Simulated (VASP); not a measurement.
Wanted: the native input for a VASP 6.6.1 run.

```
Task                   : single point
Functional             : PBE
Potentials or basis    : VASP PAW PBE potentials, release 64 (Ga_d, B)
Cutoff                 : 520 eV
k mesh                 : 8 × 8 × 7
Occupations            : fermi-dirac, width 0.05 eV
Spin                   : no spin polarisation
Dipole correction      : no
Further INCAR settings : ALGO = Normal; EDIFF = 1e-06; NBANDS = 15
```

The structure of GaB lies in POSCAR:

```
GaB
1.0
    2.7182400000      0.0000000000      0.0000000000
    0.0000000000      2.7182400000      0.0000000000
    0.0000000000      0.0000000000      3.1714858000
Ga B
1 1
Direct
    0.5000000000      0.5000000000      0.5000000000
    0.0000000000      0.0000000000      0.0000000000
```

One way to write it, as run:

INCAR

```
  PREC = Accurate
  ENCUT = 520
  EDIFF = 1E-6
  ISMEAR = -1
  SIGMA = 0.05
  LREAL = F
  LASPH = T
  NELM = 100
  ALGO = Normal
  ISIF = 2
  LWAVE = F
  LCHARG = F
  GGA = PE
  NBANDS = 15
```

KPOINTS

```
Automatic mesh
0
Gamma
  8 8 7
```

Potentials or basis: VASP PAW PBE potentials, release 64 (Ga_d, B).

Launch:

```sh
$ cat potpaw_PBE.64/Ga_d/POTCAR potpaw_PBE.64/B/POTCAR > POTCAR
$ mpirun -np 1 vasp_std > vasp.out
```

Results of the run:

```
Pressure               : 3.4 GPa
Band gap on the k mesh : zero (bands 8 and 9 overlap by 7.63 eV)
```

Caveat: the cell stands under pressure.

Run time: 22 s on 1 thread of Intel Xeon 8259CL, with other jobs on the host, peak memory 0.14 GiB.
